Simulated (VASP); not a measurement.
# Mg (I4/mmm) in VASP: a series of runs

The runs below take Mg through single point, with r2SCAN, PBEsol.

Program: VASP 6.6.1. These are calculated values, not measurements. Logs are shortened: lines on timing, memory, paths and dates and some standing lists are left out, and cuts for length are marked.

## 1. The cell of the first run

The structure is tetragonal, space group I4/mmm (No. 139). The conventional cell has a = 3.672 Å, b = 3.672 Å, c = 3.359 Å, α = 90.00°, β = 90.00°, γ = 90.00°. Within 4.1 Å of Mg (site symmetry 4/mmm) lie 14 Mg at 3.09 to 3.67 Å.

## 2. Single point, r2SCAN

POSCAR reads:

```
Mg
1.0
   -1.8359916300      1.8359916300      1.6794040200
    1.8359916300     -1.8359916300      1.6794040200
    1.8359916300      1.8359916300     -1.6794040200
Mg
1
Direct
    0.0000000000      0.0000000000      0.0000000000
```

INCAR.step1 reads:

```
SYSTEM = Mg
PREC = Accurate
ENCUT = 520
ISMEAR = -1
SIGMA = 0.05
LREAL = .FALSE.
LASPH = .TRUE.
NELM = 80
NBANDS = 7
GGA = PE
ALGO = Normal
EDIFF = 1E-4
LWAVE = .TRUE.
LCHARG = .FALSE.
```

INCAR.step2 reads:

```
SYSTEM = Mg
PREC = Accurate
ENCUT = 520
EDIFF = 1E-6
ISMEAR = -1
SIGMA = 0.05
LREAL = .FALSE.
LASPH = .TRUE.
NELM = 80
ALGO = Normal
ISIF = 2
LWAVE = .FALSE.
LCHARG = .FALSE.
METAGGA = R2SCAN
LMIXTAU = .TRUE.
NBANDS = 7
ISTART = 1
```

KPOINTS reads:

```
Automatic mesh
0
G
  6 6 6
  0 0 0
```

Potentials or basis: VASP PAW PBE potentials, release 64 (Mg).

The run is started by

```sh
cat potpaw_PBE.64/Mg/POTCAR > POTCAR
cp INCAR.step1 INCAR
mpirun -np 1 vasp_std > vasp.out
cp INCAR.step2 INCAR
mpirun -np 1 vasp_std > vasp.out
```

OUTCAR:

```text
SYSTEM = Mg
   PREC = Accurate
   ENCUT = 520
   EDIFF = 1E-6
   ISMEAR = -1
   LREAL = .FALSE.
   LASPH = .TRUE.
   NELM = 80
   ISIF = 2
   METAGGA = R2SCAN
   ISTART = 1

 ion  position               nearest neighbor table
   1  0.000  0.000  0.000-

  LATTYP: Found a body centered tetragonal cell.
 ALAT       =     3.6719832600
 C/A-ratio  =     0.9147122419

  Lattice vectors:

 A1 = (  -1.8359916300,   1.8359916300,   1.6794040200)
 A2 = (   1.8359916300,  -1.8359916300,   1.6794040200)
 A3 = (   1.8359916300,   1.8359916300,  -1.6794040200)

Analysis of symmetry for initial positions (statically):
=====================================================================
 Subroutine PRICEL returns:
 Original cell was already a primitive cell.

 Routine SETGRP: Setting up the symmetry group for a
 body centered tetragonal supercell.

 Subroutine GETGRP returns: Found 16 space group operations
 (whereof 16 operations were pure point group operations)
 out of a pool of 16 trial point group operations.

The static configuration has the point symmetry D_4h.

Analysis of symmetry for dynamics (positions and initial velocities):
=====================================================================
 Subroutine PRICEL returns:
 Original cell was already a primitive cell.

 Routine SETGRP: Setting up the symmetry group for a
 body centered tetragonal supercell.

 Subroutine GETGRP returns: Found 16 space group operations
 (whereof 16 operations were pure point group operations)
 out of a pool of 16 trial point group operations.

The dynamic configuration has the point symmetry D_4h.

 Subroutine INISYM returns: Found 16 space group operations
 (whereof 16 operations are pure point group operations),
 and found     1 'primitive' translations

----------------------------------------------------------------------------------------

                                     Primitive cell

  volume of cell :      22.6442

  direct lattice vectors                    reciprocal lattice vectors
    -1.835991630  1.835991630  1.679404020     0.000000000  0.272332396  0.297724665
     1.835991630 -1.835991630  1.679404020     0.272332396  0.000000000  0.297724665
     1.835991630  1.835991630 -1.679404020     0.272332396  0.272332396  0.000000000

  length of vectors
     3.092269133  3.092269133  3.092269133     0.403490905  0.403490905  0.385136168

  position of ions in fractional coordinates (direct lattice)
     0.000000000  0.000000000  0.000000000

  ion indices of the primitive-cell ions
   primitive index   ion index
                 1           1

----------------------------------------------------------------------------------------

 KPOINTS: Automatic mesh

Automatic generation of k-mesh.
 Grid dimensions read from file:
 generate k-points for:    6    6    6

 Generating k-lattice:

  Cartesian coordinates                     Fractional coordinates (reciprocal lattice)
     0.000000000  0.045388733  0.049620778     0.166666667  0.000000000  0.000000000
     0.045388733  0.000000000  0.049620778     0.000000000  0.166666667  0.000000000
     0.045388733  0.045388733  0.000000000     0.000000000  0.000000000  0.166666667

  Length of vectors
     0.067248484  0.067248484  0.064189361

  Shift w.r.t. Gamma in fractional coordinates (k-lattice)
     0.000000000  0.000000000  0.000000000

 Subroutine IBZKPT returns following result:
 ===========================================

 Found     30 irreducible k-points:

 Following reciprocal coordinates:
            Coordinates               Weight
  0.000000  0.000000  0.000000      1.000000
  0.166667 -0.000000  0.000000      8.000000
  0.333333  0.000000  0.000000      8.000000
  0.500000 -0.000000  0.000000      4.000000
  0.166667  0.166667  0.000000      8.000000
  0.333333  0.166667 -0.000000     16.000000
[... 16 lines left out ...]
 -0.333333 -0.333333  0.166667      8.000000
 -0.166667 -0.333333  0.166667      8.000000
 [... further k-points ...]
   k-points           NKPTS =     30   k-points in BZ     NKDIM =     30   number of bands    NBANDS=      7
   number of dos      NEDOS =    301   number of ions     NIONS =      1
   total plane-waves  NPLWV =  13824
   dimension x,y,z NGX =    24 NGY =   24 NGZ =   24
   dimension x,y,z NGXF=    48 NGYF=   48 NGZF=   48
   ions per type =               1
   NGX,Y,Z   is equivalent  to a cutoff of  12.90, 12.90, 12.90 a.u.
   NGXF,Y,Z  is equivalent  to a cutoff of  25.81, 25.81, 25.81 a.u.
 SYSTEM =  Mg
   PREC   = accura    normal or accurate (medium, high low for compatibility)
   ISTART =      1    job   : 0-new  1-cont  2-samecut
   ICHARG =      0    charge: 1-file 2-atom 10-const
   ISPIN  =      1    spin polarized calculation?
   LNONCOLLINEAR =      F non collinear calculations
   LSORBIT =      F    spin-orbit coupling
   LASPH  =      T    aspherical Exc in radial PAW
   ENCUT  =  520.0 eV  38.22 Ry    6.18 a.u.   5.75  5.75  5.75*2*pi/ulx,y,z
   NELM   =     80;   NELMIN=  2; NELMDL=  0     # of ELM steps
   EDIFF  = 0.1E-05   stopping-criterion for ELM
   LREAL  =      F    real-space projection
   EDIFFG = 0.1E-04   stopping-criterion for IOM
   NSW    =      0    number of steps for IOM
   IBRION =     -1    ionic relax: 0-MD 1-quasi-New 2-CG
   NFREE  =      0    steps in history (QN), initial steepest desc. (CG)
   ISIF   =      2    stress and relaxation
   ISYM   =      2    0-nonsym 1-usesym 2-fastsym
   POTIM  = 0.5000    time-step for ionic-motion
   TEBEG  =    0.0;   TEEND  =   0.0 temperature during run
   PSTRESS=    0.0 pullay stress
   NELECT =       2.0000    total number of electrons
   NUPDOWN=      -1.0000    fix difference up-down
   EMIN   =  10.00;   EMAX   =-10.00  energy-range for DOS
   EFERMI =   0.00;   METHOD = LEGACY
   ISMEAR =    -1;   SIGMA  =   0.05  broadening in eV -4-tet -1-fermi 0-gaus
   EFERMI_NEDOS =   21; number of points for ismear=-14 and -15
   IALGO  =     38    algorithm
   IMIX   =      4    mixing-type and parameters
     AMIX     =   0.40;   BMIX     =  1.00
     AMIX_MAG =   1.60;   BMIX_MAG =  1.00
  volume/ion in A,a.u.               =      22.64       152.81
  Fermi-wavevector in a.u.,A,eV,Ry     =   0.729065  1.377732  7.231974  0.531535
  Thomas-Fermi vector in A             =   1.820694
   LORBIT       =      0    0 simple, 1 ext, 2 COOP (PROOUT), +10 PAW based schemes
   METAGGA = R2SCAN    functional components
   LHFCALC =     F    Hartree Fock is set to
   AEXX    =    0.0000 exact exchange contribution
   IVDW    =     0    specifies the selected vdW correction
   LEPSILON=     F    determine dielectric tensor
   LRPA    =     F    only Hartree local field effects (RPA)
 non-spin polarized calculation
  energy-cutoff  :      520.00
  volume of cell :       22.64
 maximum number of plane-waves:       624
   NGX = 11   NGY = 11   NGZ = 11

 number of electron       2.0000000 magnetization

 Free energy of the ion-electron system (eV)
  ---------------------------------------------------
  ext. energy  EPLUGINS =         0.00000000
  ---------------------------------------------------
  free energy    TOTEN  =        -4.10631186 eV

  energy without entropy =       -4.10022595  energy(sigma->0) =       -4.10326891

 E-fermi :   2.8826     XC(G=0):  -9.0829

 val. band max:        2.8552939686   @ k =   0.3333   0.3333   0.1667
 cond. band min:       2.9266682869   @ k =  -0.1667   0.5000   0.1667
 fundamental gap:      0.0713743183
 Fermi energy:         2.8825875314

 k-point     1 :       0.0000    0.0000    0.0000
  band No.  band energies     occupation
      1      -4.7259      2.00000
      2      15.4999      0.00000
      3      17.4969      0.00000
      4      17.4969      0.00000
      5      17.8298      0.00000
      6      18.2273      0.00000
      7      18.2273      0.00000

 k-point     2 :       0.1667   -0.0000    0.0000
  band No.  band energies     occupation
      1      -4.0018      2.00000
      2      12.2915      0.00000
      3      13.6716      0.00000
      4      15.1454      0.00000
      5      15.4578      0.00000
      6      17.5397      0.00000
      7      19.9931      0.00000

 k-point     3 :       0.3333    0.0000    0.0000
  band No.  band energies     occupation
      1      -1.8627      2.00000
      2       6.4398      0.00000
      3      12.0149      0.00000
      4      13.1267      0.00000
      5      13.7423      0.00000
      6      15.7706      0.00000
      7      21.4461      0.00000

 k-point     4 :       0.5000   -0.0000    0.0000
  band No.  band energies     occupation
      1       1.2038      2.00000
      2       2.1230      2.00000
      3      11.4368      0.00000
      4      12.4539      0.00000
      5      13.1738      0.00000
      6      15.0872      0.00000
      7      23.2167      0.00000

 k-point     5 :       0.1667    0.1667    0.0000
  band No.  band energies     occupation
      1      -2.5070      2.00000
      2       9.0873      0.00000
      3       9.7653      0.00000
      4      12.6519      0.00000
      5      16.6096      0.00000
      6      17.2308      0.00000
      7      20.0105      0.00000

 k-point     6 :       0.3333    0.1667   -0.0000
  band No.  band energies     occupation
      1       0.3334      2.00000
      2       4.1855      0.00000
      3       7.9048      0.00000
      4      11.7932      0.00000
      5      15.4426      0.00000
      6      18.3671      0.00000
      7      20.1672      0.00000

 k-point     7 :       0.5000    0.1667    0.0000
  band No.  band energies     occupation
      1       0.0363      2.00000
      2       4.5647      0.00000
      3       7.6668      0.00000
      4      12.1758      0.00000
      5      15.1874      0.00000
      6      19.3426      0.00000
      7      21.6436      0.00000
[... 121 lines left out ...]
 k-point    20 :       0.5000    0.5000    0.1667
  band No.  band energies     occupation
      1       1.3683      2.00000
      2       2.0812      2.00000
      3      10.7501      0.00000
      4      12.1057      0.00000
      5      16.2384      0.00000
      6      17.1225      0.00000
      7      17.7046      0.00000

 k-point    21 :      -0.3333    0.5000    0.1667
  band No.  band energies     occupation
      1       1.1061      2.00000
      2       4.7586      0.00000
      3       6.6532      0.00000
      4      12.4294      0.00000
      5      15.0577      0.00000
      6      16.5396      0.00000
      7      17.9028      0.00000

 k-point    22 :      -0.1667    0.5000    0.1667
  band No.  band energies     occupation
      1       1.7486      2.00000
      2       2.9267      0.58569
      3       8.7059      0.00000
      4      10.5418      0.00000
      5      16.5033      0.00000
      6      16.6623      0.00000
      7      18.8967      0.00000

 k-point    23 :      -0.3333   -0.3333    0.1667
  band No.  band energies     occupation
      1       1.9659      2.00000
      2       4.6799      0.00000
      3       5.7067      0.00000
      4      12.1484      0.00000
      5      13.4265      0.00000
      6      16.8829      0.00000
      7      19.9380      0.00000

 k-point    24 :      -0.1667   -0.3333    0.1667
  band No.  band energies     occupation
      1      -0.9136      2.00000
      2       6.6013      0.00000
      3       9.5730      0.00000
      4      11.3428      0.00000
      5      14.4498      0.00000
      6      16.6189      0.00000
      7      19.2033      0.00000

 [... further k-points ...]

------------------------ aborting loop because EDIFF is reached ----------------------------------------

  FORCE on cell =-STRESS in cart. coord.  units (eV):
  Direction    XX          YY          ZZ          XY          YZ          ZX
  --------------------------------------------------------------------------------------
  -------------------------------------------------------------------------------------
  Total       -0.2030433     -0.2030433      0.2257993      0.0000000      0.0000000      0.0000000
  in kB      -14.3662239    -14.3662239     15.9763177      0.0000000      0.0000000      0.0000000
  external PRESSURE =      -4.2520433 kB  Pullay stress =       0.0000000 kB

 VOLUME and BASIS-vectors are now :
 -----------------------------------------------------------------------------
  energy-cutoff  :      520.00
  volume of cell :       22.64
      direct lattice vectors                 reciprocal lattice vectors
    -1.835991630  1.835991630  1.679404020     0.000000000  0.272332396  0.297724665
     1.835991630 -1.835991630  1.679404020     0.272332396  0.000000000  0.297724665
     1.835991630  1.835991630 -1.679404020     0.272332396  0.272332396  0.000000000

 POSITION                                       TOTAL-FORCE (eV/Angst)
 -----------------------------------------------------------------------------------
      0.00000      0.00000      0.00000        -0.000000      0.000000      0.000000
 -----------------------------------------------------------------------------------
    total drift:                                0.000000      0.000000     -0.000000

  FREE ENERGIE OF THE ION-ELECTRON SYSTEM (eV)
  ---------------------------------------------------
  free  energy   TOTEN  =        -4.1063118584 eV

  energy  without entropy=       -4.1002259538  energy(sigma->0) =       -4.10326891
```

It took 32 s on 1 thread of Intel Xeon 8259CL, shared host; peak memory 0.14 GiB.

What came out:

```yaml
Free_energy: -4.1063 eV
Pressure: -0.4 GPa
Band_gap_on_the_k_mesh: zero (band 1 reaches 6.19 eV, above the bottom of band 2 at 1.45 eV)
```

Stress tensor (GPa, compression positive):
```
-1.44  0.00  0.00
 0.00 -1.44  0.00
 0.00  0.00  1.60
```

Levels at points of the mesh, in eV from the Fermi level:
| k point | band 1 | band 2 | band 3 | band 4 | band 5 |
| --- | --- | --- | --- | --- | --- |
| (0.00, 0.00, 0.00) | -7.61 | 12.62 | 14.61 | 14.61 | 14.95 |
| (0.50, 0.00, 0.00) | -1.68 | -0.76 | 8.55 | 9.57 | 10.29 |
| (0.50, 0.50, 0.00) | -2.13 | -1.43 | 10.29 | 11.22 | 12.17 |
| (0.50, 0.50, 0.50) | 3.30 | 3.30 | 3.55 | 4.25 | 5.62 |

Caveat: the k points lie up to 0.42 Å⁻¹ apart; the PAW data sets were made with another functional, which shifts forces and pressure a little.

## 3. Single point, PBEsol

INCAR reads:

```
SYSTEM = Mg
PREC = Accurate ; ENCUT = 520
EDIFF = 1E-6 ; ISMEAR = -1
SIGMA = 0.05 ; LREAL = .False.
LASPH = .True. ; NELM = 80
ALGO = Normal ; ISIF = 2
LWAVE = .False. ; LCHARG = .False.
GGA = PS ; NBANDS = 7
```

KPOINTS reads:

```
regular mesh
0
Gamma
  11 11 11
  0 0 0
```

POSCAR is that of step 2.

Potentials or basis: VASP PAW PBE potentials, release 64 (Mg).

The run is started by

```sh
cat potpaw_PBE.64/Mg/POTCAR > POTCAR
mpirun -np 1 vasp_std > vasp.out
```

It took 14 s on 1 thread of Intel Xeon 8259CL, shared host; peak memory 0.15 GiB.

The run converged. Its results:

```
Free energy            : -1.6976 eV
Pressure               : -0.2 GPa
Band gap on the k mesh : zero (band 1 reaches 5.83 eV, above the bottom of band 2 at 1.51 eV)
```

Stress tensor (GPa, compression positive):
```
-0.30  0.00  0.00
 0.00 -0.30  0.00
 0.00  0.00  0.05
```

Levels at points of the mesh, in eV from the Fermi level:
| k point | band 1 | band 2 | band 3 | band 4 |
| --- | --- | --- | --- | --- |
| (0.00, 0.00, 0.00) | -7.03 | 11.92 | 13.77 | 13.77 |

Caveat: the PAW data sets were made with another functional, which shifts forces and pressure a little.
